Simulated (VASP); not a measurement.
TeAs, 2 atoms in the cell. The structure is tetragonal, space group I4/mmm (No. 139). The conventional cell has a = 4.315 Å, b = 4.315 Å, c = 5.614 Å, α = 90.00°, β = 90.00°, γ = 90.00°. Within 3.7 Å of Te (site symmetry 4/mmm) lie 6 As at 2.81 to 3.05 Å. Within 3.7 Å of As (site symmetry 4/mmm) lie 6 Te at 2.81 to 3.05 Å.  This cell differs from its parent crystal: ratio of the length along z to the lengths across it x 0.92, volume and fractional coordinates fixed.

* Program: VASP 6.6.1
* Task: single point
* Functional: r2SCAN
* Potentials or basis: VASP PAW PBE potentials, release 64 (Te, As)
* Cutoff: 520 eV
* k mesh: 16 × 16 × 16
* Occupations: gaussian, width 0.15 eV
* Spin: no spin polarisation
* Dipole correction: no
* Further INCAR settings: ALGO = Normal; EDIFF = 1e-07; NBANDS = 12

Potentials or basis: VASP PAW PBE potentials, release 64 (Te, As).

Run with:

```sh
$ cat potpaw_PBE.64/Te/POTCAR potpaw_PBE.64/As/POTCAR > POTCAR
$ cp INCAR.step1 INCAR
$ mpirun -np 1 vasp_std > vasp.out
$ cp INCAR.step2 INCAR
$ mpirun -np 1 vasp_std > vasp.out
```

Hardware: 1 thread of Intel Xeon 8259CL (shared host).

Task: How long does it take, and how much memory?

Result: Wall time 9 min on 1 thread of Intel Xeon 8259CL, on a shared host, peak memory 0.38 GiB. Counts: k points 349.
